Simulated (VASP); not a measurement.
# Sn8O16F (a cell with a defect) in VASP: single point with PBE

Aim: the single point of Sn8O16F (a cell with a defect) with PBE.

All numbers are computed with VASP 6.6.1; they aren't measurements. Logs are shortened: lines on timing, memory, paths and dates and some standing lists are left out, and cuts for length are marked.

## Step 1: The cell of the first run

The cell holds a defect, 25 atoms: a = 6.827 Å, b = 6.827 Å, c = 6.476 Å, α = 90.00°, β = 90.00°, γ = 90.00°.

## Step 2: Single point, PBE, collinear spin

Contents of INCAR:

```
  PREC = Accurate
  ENCUT = 520
  EDIFF = 1E-7
  ISMEAR = -1
  SIGMA = 0.01
  LREAL = Auto
  LASPH = True
  NELM = 150
  ALGO = Normal
  ISIF = 2
  LWAVE = False
  LCHARG = True
  ISPIN = 2
  MAGMOM = 0 0 0 0 0 0 0 0 0 0.27 0.01 0 0.06 0 0.4 0 0.04 0 0.01 0 0 0.02 0 0.02 0.23
  LORBIT = 11
  NUPDOWN = 1.0
  GGA = PE
  LELF = True
  LVHAR = True
  NBANDS = 130
```

Contents of KPOINTS:

```
Automatic mesh
0
Gamma
  1 1 1
```

Contents of POSCAR:

```
Sn8O16F
1.0
    4.8274600300      4.8274600300      0.0000000000
   -4.8274600300      4.8274600300      0.0000000000
    0.0000000000      0.0000000000      6.4759066800
Sn O F
8 16 1
Direct
   -0.0001341285      0.5071187508      0.2483619792
    0.4993951239     -0.0073264201      0.2483663029
   -0.0063496124      0.0099388705     -0.0042865040
    0.5055726997      0.4898178308     -0.0042619515
   -0.0005284352      0.5070960681      0.7432776965
    0.4997665408     -0.0073228985      0.7432718286
   -0.0069894934      0.0049975556      0.4956879644
    0.5062437565      0.4948064790      0.4957106639
   -0.0072073098      0.8144987168      0.2468250515
    0.5217220825      0.3008017655      0.2511118644
   -0.0225031382      0.1989957439      0.2510740318
    0.5064773162      0.6853231263      0.2468272134
    0.3015670748     -0.0640405095     -0.0042990119
    0.8144393689      0.4964234784     -0.0040513246
    0.1976563232      0.5641264729     -0.0042897468
    0.6848113665      0.0033206904     -0.0040534865
   -0.0079413397      0.8145460502      0.7446765740
    0.5224274224      0.3007967940      0.7402720942
   -0.0231732628      0.1989965725      0.7402554170
    0.5071048719      0.6852573568      0.7447298484
    0.3029643935      0.0080778504      0.4959767271
    0.8114068217      0.5149973246      0.4956975384
    0.1962955662      0.4917047444      0.4959938675
    0.6878425672     -0.0151407779      0.4957026342
    0.2495825947      0.2500696003     -0.0048004089
```

Potentials or basis: VASP PAW PBE potentials, release 64 (Sn_d, O, F).

On the command line:

```console
cat potpaw_PBE.64/Sn_d/POTCAR potpaw_PBE.64/O/POTCAR potpaw_PBE.64/F/POTCAR > POTCAR
mpirun -np 1 vasp_gam > vasp.out
```

OUTCAR:

```text
PREC = Accurate
   ENCUT = 520
   EDIFF = 1E-7
   ISMEAR = -1
   LREAL = Auto
   LASPH = True
   NELM = 150
   ISIF = 2
   ISPIN = 2
   LORBIT = 11
   NUPDOWN = 1.0
   GGA = PE

 ion  position               nearest neighbor table
   1  1.000  0.507  0.248-  22 2.06  14 2.07  23 2.09   9 2.10  11 2.11  15 2.16   5 3.21   5 3.27
                             8 3.73   4 3.75   7 3.76
   2  0.499  0.993  0.248-  24 2.06  16 2.07  21 2.09  12 2.10  10 2.11  13 2.16   6 3.20   6 3.27
                             7 3.73   3 3.75   8 3.76
   3  0.994  0.010  0.996-  11 2.10  19 2.10  17 2.10   9 2.10  16 2.11  13 2.16  25 2.40   7 3.24
                             7 3.24   6 3.75   2 3.75
   4  0.506  0.490  0.996-  10 2.10  18 2.10  20 2.10  12 2.10  14 2.11  15 2.16  25 2.39   8 3.24
                             8 3.24   5 3.75   1 3.75
   5  0.999  0.507  0.743-  22 2.05  14 2.07  23 2.09  17 2.10  19 2.11  15 2.16   1 3.21   1 3.27
                             8 3.73   4 3.75
   6  0.500  0.993  0.743-  24 2.05  16 2.07  21 2.09  20 2.10  18 2.11  13 2.16   2 3.20   2 3.27
                             7 3.73   3 3.75   8 3.76
   7  0.993  0.005  0.496-  11 2.07  19 2.07   9 2.07  17 2.07  24 2.09  21 2.12   3 3.24   3 3.24
                             6 3.73   2 3.73   1 3.76
   8  0.506  0.495  0.496-  10 2.07  18 2.07  12 2.07  20 2.07  22 2.09  23 2.12   4 3.24   4 3.24
                             5 3.73   1 3.73   2 3.76   6 3.76
   9  0.993  0.814  0.247-   7 2.07   1 2.10   3 2.10
  10  0.522  0.301  0.251-   8 2.07   4 2.10   2 2.11
  11  0.977  0.199  0.251-   7 2.07   3 2.10   1 2.11
  12  0.506  0.685  0.247-   8 2.07   2 2.10   4 2.10
  13  0.302  0.936  0.996-   2 2.16   6 2.16   3 2.16
  14  0.814  0.496  0.996-   5 2.07   1 2.07   4 2.11
[... 8 lines left out ...]
  23  0.196  0.492  0.496-   5 2.09   1 2.09   8 2.12
  24  0.688  0.985  0.496-   6 2.05   2 2.06   7 2.09
  25  0.250  0.250  0.995-   4 2.39   3 2.40

  LATTYP: Found a simple tetragonal cell.
 ALAT       =     6.8270594462
 C/A-ratio  =     0.9485645659

  Lattice vectors:

 A1 = (   4.8274600300,   4.8274600300,   0.0000000000)
 A2 = (  -4.8274600300,   4.8274600300,   0.0000000000)
 A3 = (   0.0000000000,   0.0000000000,   6.4759066800)

Analysis of symmetry for initial positions (statically):
=====================================================================
 Subroutine PRICEL returns:
 Original cell was already a primitive cell.

 Routine SETGRP: Setting up the symmetry group for a
 simple tetragonal supercell.

 Subroutine GETGRP returns: Found  1 space group operations
 (whereof  1 operations were pure point group operations)
 out of a pool of 16 trial point group operations.

The static configuration has the point symmetry C_1 .

Analysis of symmetry for dynamics (positions and initial velocities):
[... 193 lines left out ...]
  energy without entropy =     -147.27204404  energy(sigma->0) =     -147.27204404

 E-fermi :   6.0629     XC(G=0): -11.1399

 val. band max:        5.7540715083   @ k =   0.0000   0.0000   0.0000
 cond. band min:       6.4403370565   @ k =   0.0000   0.0000   0.0000
 fundamental gap:      0.6862655483
 Fermi energy:         6.0553348930

 spin component 1

 k-point     1 :       0.0000    0.0000    0.0000
  band No.  band energies     occupation
      1     -16.4611      1.00000
      2     -15.3337      1.00000
      3     -15.2504      1.00000
      4     -15.2467      1.00000
      5     -15.1578      1.00000
      6     -15.0915      1.00000
[... 111 lines left out ...]
    118      12.3979      0.00000
    119      12.8487      0.00000
 Fermi energy:         6.0628835943

 spin component 2

 k-point     1 :       0.0000    0.0000    0.0000
  band No.  band energies     occupation
      1     -15.9784      1.00000
      2     -15.3288      1.00000
      3     -15.2407      1.00000
      4     -15.2218      1.00000
      5     -15.1407      1.00000
      6     -15.0918      1.00000
[... 111 lines left out ...]
    118      12.4153      0.00000
    119      12.8653      0.00000
 [bands above 119 left out]

------------------------ aborting loop because EDIFF is reached ----------------------------------------

  FORCE on cell =-STRESS in cart. coord.  units (eV):
  Direction    XX          YY          ZZ          XY          YZ          ZX
  --------------------------------------------------------------------------------------
  -------------------------------------------------------------------------------------
  Total        4.7554194      2.5187682      3.2511651      3.4305730     -0.0010383     -0.0048012
  in kB       25.2424472     13.3699821     17.2576501     18.2099728     -0.0055115     -0.0254856
  external PRESSURE =      18.6233598 kB  Pullay stress =       0.0000000 kB

 VOLUME and BASIS-vectors are now :
 -----------------------------------------------------------------------------
  energy-cutoff  :      520.00
  volume of cell :      301.83
      direct lattice vectors                 reciprocal lattice vectors
     4.827460030  4.827460030  0.000000000     0.103574136  0.103574136  0.000000000
    -4.827460030  4.827460030  0.000000000    -0.103574136  0.103574136  0.000000000
     0.000000000  0.000000000  6.475906680     0.000000000  0.000000000  0.154418532

 POSITION                                       TOTAL-FORCE (eV/Angst)
 -----------------------------------------------------------------------------------
      2.37872      7.27491      1.60837        -0.016283      0.000905     -0.012979
     -2.38128      7.20290      1.60840         0.012030      0.002458     -0.012629
      4.74883      4.84479      6.44815        -0.008504     -0.018233     -0.003191
      0.07606      4.80521      6.44831         0.008268      0.015330      0.005035
      2.37692      7.27290      4.81340        -0.006926      0.002290      0.005297
     -2.37951      7.20471      4.81336         0.004490      0.004081      0.006603
[... 17 lines left out ...]
     -1.43384      8.07490      3.21012         0.020620      0.011017     -0.010346
     -0.00235      2.41205      6.44482         0.000354      0.001088      0.001551
 -----------------------------------------------------------------------------------
    total drift:                               -0.010738     -0.006565     -0.035770

  FREE ENERGIE OF THE ION-ELECTRON SYSTEM (eV)
  ---------------------------------------------------
  free  energy   TOTEN  =      -147.2720440427 eV

  energy  without entropy=     -147.2720440427  energy(sigma->0) =     -147.27204404

 total charge

# of ion       s       p       d       tot
------------------------------------------
    1        0.837   1.061  10.312  12.209
    2        0.837   1.061  10.312  12.210
    3        0.834   1.017  10.302  12.153
    4        0.834   1.017  10.302  12.153
    5        0.837   1.061  10.312  12.209
    6        0.837   1.061  10.312  12.209
[... 17 lines left out ...]
   24        1.552   3.522   0.000   5.074
   25        1.759   4.284   0.000   6.043
--------------------------------------------------
tot         33.362  68.495  82.524 184.380

 magnetization (x)

# of ion       s       p       d       tot
------------------------------------------
    1       -0.002  -0.003  -0.000  -0.005
    2       -0.002  -0.003  -0.000  -0.005
    3       -0.003  -0.004  -0.001  -0.008
    4       -0.003  -0.004  -0.001  -0.008
    5       -0.002  -0.003  -0.000  -0.005
    6       -0.002  -0.003  -0.000  -0.005
[... 17 lines left out ...]
   24        0.000  -0.001   0.000  -0.000
   25        0.001   0.277   0.000   0.278
--------------------------------------------------
tot         -0.002   0.907  -0.003   0.903
```

Run time: 4.5 min. Hardware: 1 thread of Intel Xeon Platinum 8259CL at 2.50GHz (Skylake/Cascade Lake), shared host; peak memory 0.46 GiB.

What came out:

```yaml
Free_energy: -147.2720 eV
Pressure: 1.9 GPa
Largest_force: 0.036 eV/Å
Net_moment: 1.00 μB per cell
Site_moments: Sn -0.01, +0.00 (each value once); O +0.00, -0.00, +0.34 (each value once); F +0.28 μB
Valence_electrons_inside_the_program's_atomic_spheres: Sn 12.21, 12.15, 12.26 (each value once); O 5.06, 5.05, 4.95, 5.04, 5.07 (each value once); F 6.04
```

Forces on the atoms (eV/Å):
```
Sn  -0.016  0.001 -0.013
Sn   0.012  0.002 -0.013
Sn  -0.009 -0.018 -0.003
Sn   0.008  0.015  0.005
Sn  -0.007  0.002  0.005
Sn   0.004  0.004  0.007
Sn  -0.005 -0.015  0.009
Sn   0.006  0.015  0.007
O    0.023 -0.006 -0.002
O    0.013 -0.011 -0.007
O   -0.013  0.013 -0.008
O   -0.022  0.004 -0.001
O    0.003 -0.028  0.000
O   -0.018 -0.003 -0.004
O    0.000  0.024  0.001
O    0.017  0.002 -0.003
O    0.034 -0.003  0.007
O    0.013 -0.018  0.018
O   -0.012  0.016  0.017
O   -0.034  0.003  0.002
O   -0.027 -0.023 -0.002
O   -0.020 -0.010 -0.010
O    0.027  0.021 -0.002
O    0.021  0.011 -0.010
F    0.000  0.001  0.002
```

Caveat: the k points lie up to 0.97 Å⁻¹ apart; spin-orbit coupling is left out, which moves the levels of the heavy elements; the total moment is fixed, so each spin has its own Fermi level.
